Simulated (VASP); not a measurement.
A run of VASP 6.6.1 is set up as follows.

File INCAR:

```
ALGO = Normal
EDIFF = 1E-7
EDIFFG = -0.05
ENCUT = 600
IBRION = 2
ISIF = 3
ISMEAR = 1
LASPH = True
LCHARG = False
LREAL = False
LWAVE = False
NELM = 80
NSW = 80
PREC = Accurate
PSTRESS = 50.0
SIGMA = 0.15
```

The input KPOINTS:

```
k-points
0
Gamma
  6 6 6
```

File POSCAR:

```
LiZn3
1.0
    0.0000000000      3.0111110000      3.0111110000
    3.0111110000      0.0000000000      3.0111110000
    3.0111110000      3.0111110000      0.0000000000
Li Zn
1 3
Direct
    0.0000000000      0.0000000000      0.0000000000
    0.2500000000      0.2500000000      0.2500000000
    0.7500000000      0.7500000000      0.7500000000
    0.5000000000      0.5000000000      0.5000000000
```

Potentials or basis: VASP PAW LDA potentials, release 64 (Li_sv, Zn).

Launch:

```bash
$ cat potpaw_LDA.64/Li_sv/POTCAR potpaw_LDA.64/Zn/POTCAR > POTCAR
$ mpirun -np 1 vasp_std > vasp.out
```

Problem. What does it give for the band gap on the k mesh?

Solution. Zero (an odd number of electrons rules out a gap without spin polarisation).

Problem. Estimate the relaxed volume.

Solution. 12.11 Å³/atom.

Problem. Estimate the space group after relaxing (to 0.1 Å).

Solution. Fm-3m (No. 225).

Problem. What does it give for the relaxed cell?

Solution. a = 4.092 Å, b = 4.092 Å, c = 4.092 Å, α = 60.00°, β = 60.00°, γ = 60.00°.

Final structure:
```
CELL_PARAMETERS angstrom
0.00000 2.89335 2.89335
2.89335 0.00000 2.89335
2.89335 2.89335 0.00000
ATOMIC_POSITIONS crystal
Li 0.00000 0.00000 0.00000
Zn 0.25000 0.25000 0.25000
Zn 0.75000 0.75000 0.75000
Zn 0.50000 0.50000 0.50000
```

Caveat: the cutoff is under 1.25 times the usual one of these potentials, so pressure, stress and relaxed cells hold a basis-set (Pulay) error; the cell is relaxed towards a set pressure, so the run minimises the enthalpy, not the energy.
